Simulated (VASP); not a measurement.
**HC9: single point with r2SCAN+D3(BJ)**

Slab: HC9, a slab with vacuum.

```
CELL_PARAMETERS angstrom
7.39800 0.00000 0.00000
-3.69900 6.40686 0.00000
0.00000 0.00000 13.00000
ATOMIC_POSITIONS crystal
C 0.99429 0.00104 0.06500
C 0.21549 0.11164 0.06499
C 0.99434 0.33267 0.06515
C 0.21534 0.44313 0.06496
C 0.99253 0.66584 0.06491
C 0.21712 0.77816 0.06489
C 0.32776 0.99921 0.06516
C 0.54852 0.10971 0.06512
C 0.32594 0.33252 0.06496
C 0.55066 0.44497 0.06508
C 0.32761 0.66767 0.06489
C 0.54881 0.77834 0.06495
C 0.65907 0.99916 0.06532
C 0.88377 0.11150 0.06518
C 0.66091 0.33450 0.06504
C 0.88197 0.44503 0.06523
C 0.66107 0.66602 0.06487
C 0.88203 0.77651 0.06490
H 0.69347 0.16705 0.29042
H 0.75495 0.28068 0.30205
```

```
Program             : VASP 6.6.1
Task                : single point
Functional          : r2SCAN
Dispersion          : D3(BJ)
Potentials or basis : VASP PAW PBE potentials, release 64 (C, H)
Cutoff              : 520 eV
k mesh              : 2 × 2 × 1
Occupations         : fermi-dirac, width 0.05 eV
Spin                : no spin polarisation
```

```json
{
 "Largest force": "0.097 eV/Å",
 "Band gap on the k mesh": "0.21 eV, direct",
 "Dispersion energy per atom": "-0.032 eV"
}
```

Forces in eV/Å, atoms in the order of the input:
```
C   -0.003 -0.011 -0.003
C    0.014 -0.029  0.015
C   -0.036  0.014  0.006
C   -0.013  0.004  0.001
C    0.008  0.039  0.020
C   -0.006 -0.045  0.020
C   -0.072  0.039 -0.031
C    0.029  0.086  0.001
C    0.016  0.027  0.013
C   -0.080 -0.037 -0.026
C   -0.005 -0.010  0.003
C    0.003 -0.044  0.018
C    0.059  0.043 -0.043
C   -0.027 -0.004  0.001
C    0.024 -0.079  0.012
C    0.077 -0.040 -0.042
C    0.002  0.036  0.026
C    0.000  0.013  0.003
H    0.007  0.066  0.017
H    0.002 -0.067 -0.010
```

Levels at points of the mesh, in eV from the valence-band top:
```csv
k point,band 34,band 35,band 36,band 37,band 38,band 39,band 40,band 41
"(0.00, 0.00, 0.00)",-3.13,-3.12,0.00,0.00,0.21,0.22,3.90,5.05
"(0.50, 0.00, 0.00)",-2.74,-2.69,-2.68,-2.41,1.91,2.76,2.77,2.83
"(0.00, 0.50, 0.00)",-2.73,-2.69,-2.69,-2.41,1.91,2.77,2.77,2.83
"(0.50, 0.50, 0.00)",-2.74,-2.69,-2.68,-2.41,1.91,2.76,2.77,2.83
```

It took 12 min on 1 thread of Intel(R) Xeon(R) Platinum 8375C CPU @ 2.90GHz (Ice Lake), with other jobs on the host, peak memory 0.73 GiB.

Caveat: the k points lie up to 0.49 Å⁻¹ apart; the PAW data sets were made with another functional, which shifts forces and pressure a little.
